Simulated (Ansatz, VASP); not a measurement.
**MgO2 in VASP and in Ansatz**

```
Mg O
1.0
     1.60476    0.92651    3.49398
    -1.60476    0.92651    3.49398
     0.00000   -1.85302    3.49398
Mg O
1 2
Direct
  0.00000 0.00000 0.00000
  0.42879 0.42879 0.42879
  0.57121 0.57121 0.57121
```

Alike in both runs: task single point; functional LDA; k mesh 12 × 12 × 12; occupations fermi-dirac, width 0.02 eV; no spin polarisation.

```csv
,VASP,Ansatz
version,VASP 6.6.1,Ansatz 0.2.0
potentials or method,"VASP PAW LDA potentials, release 64 (Mg, O), cutoff 520 eV","scalar-relativistic, plane waves, PAW"
valence electrons in the cell,14,22
```

VASP gave:

| Quantity | Value |
| --- | --- |
| gap on the k mesh at the Fermi level (eV) | 2.16 |
| least direct gap on the mesh (eV) | 2.16 |
| pressure (GPa) | -10.8 |
| traceless stress, the component that is largest in VASP (GPa) | -1.52 |
| rms of the force components (eV/Å) | 0.091 |

Question: Estimate Ansatz's values.

Answer: gap on the k mesh at the Fermi level (eV): 2.19; least direct gap on the mesh (eV): 2.19; pressure (GPa): -10.1; traceless stress, the component that is largest in VASP (GPa): -3.10; rms of the force components (eV/Å): 0.212.

LDA's correlation is that of Perdew and Zunger in VASP and of Perdew and Wang (1992) in Ansatz. Atom by atom the forces differ by 0.121 eV/Å (rms over components). VASP's potentials hold 14 valence electrons a cell and Ansatz's 22, so a difference there can come from the potentials and not from the codes.
